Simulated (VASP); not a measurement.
BaTiO3: single point with PBE+U

The system is BaTiO3.

```
CELL_PARAMETERS angstrom
0.00000 -4.02887 0.00000
0.00000 0.00000 -4.02887
15.08662 0.00000 0.00000
ATOMIC_POSITIONS crystal
Ba 0.50000 0.50000 0.06675
Ba 0.50000 0.50000 0.33380
Ba 0.50000 0.50000 0.60085
Ti 0.00000 0.00000 0.73437
Ti 0.00000 0.00000 0.20027
Ti 0.00000 0.00000 0.46732
O 0.00000 0.00000 0.06675
O 0.00000 0.00000 0.33380
O 0.00000 0.00000 0.60085
O 0.50000 0.00000 0.20027
O 0.50000 0.00000 0.46732
O 0.50000 0.00000 0.73437
O 0.00000 0.50000 0.20027
O 0.00000 0.50000 0.46732
O 0.00000 0.50000 0.73437
```

```yaml
Program: VASP 6.6.1
Task: single point
Functional: PBE
Potentials_or_basis: VASP PAW PBE potentials, release 64 (Ba_sv, Ti_sv, O)
Cutoff: 520 eV
k_mesh: 7 × 7 × 3
Occupations: gaussian, width 0.05 eV
Spin: no spin polarisation
Hubbard_terms: Ti d U = 4.0 eV
Dipole_correction: no
Further_INCAR_settings: LREAL = Auto; ALGO = Normal; EDIFF = 1e-06; NBANDS = 73
```

The pressure is -1.1 GPa. The largest force is 2.446 eV/Å. The band gap on the k mesh is 1.78 eV, indirect (least direct gap 2.06 eV).

Forces on the atoms (eV/Å):
```
Ba   0.041  0.000  0.000
Ba  -0.121  0.000  0.000
Ba   0.482  0.000  0.000
Ti  -2.446  0.000  0.000
Ti  -1.555  0.000  0.000
Ti  -0.771  0.000  0.000
O    0.621  0.000  0.000
O    0.744  0.000  0.000
O    1.171  0.000  0.000
O    0.022  0.000  0.000
O    0.136  0.000  0.000
O    0.759  0.000  0.000
O    0.022  0.000  0.000
O    0.136  0.000  0.000
O    0.759  0.000  0.000
```

Stress tensor (GPa, compression positive):
```
-0.61  0.00  0.00
 0.00 -1.42  0.00
 0.00  0.00 -1.42
```

Levels at points of the mesh, in eV from the valence-band top:
```
           k point  band 56  band 57  band 58  band 59  band 60  band 61  band 62  band 63  band 64  band 65
(0.00, 0.00, 0.00)    -0.63    -0.60    -0.60    -0.28    -0.28     1.78     1.78     1.79     1.89     2.27
```

Eigenvalues of the final occupation matrices:
```csv
site,spin,trace,eigenvalues
site 4 d,1,0.77,0.10 0.10 0.13 0.19 0.25
site 4 d,2,0.77,0.10 0.10 0.13 0.19 0.25
site 5 d,1,0.78,0.10 0.10 0.10 0.23 0.25
site 5 d,2,0.78,0.10 0.10 0.10 0.23 0.25
site 6 d,1,0.78,0.10 0.10 0.10 0.23 0.23
site 6 d,2,0.78,0.10 0.10 0.10 0.23 0.23
```

Run time: 4.5 min on 1 thread of AMD EPYC 9R45 96-Core Processor (Zen 5), on a shared host, peak memory 0.4 GiB.

Caveat: spin-orbit coupling is left out, which moves the levels of the heavy elements; forces of over 1 eV/Å act on the atoms, so gaps and moduli don't describe the material at rest. A k mesh can miss the band edges.
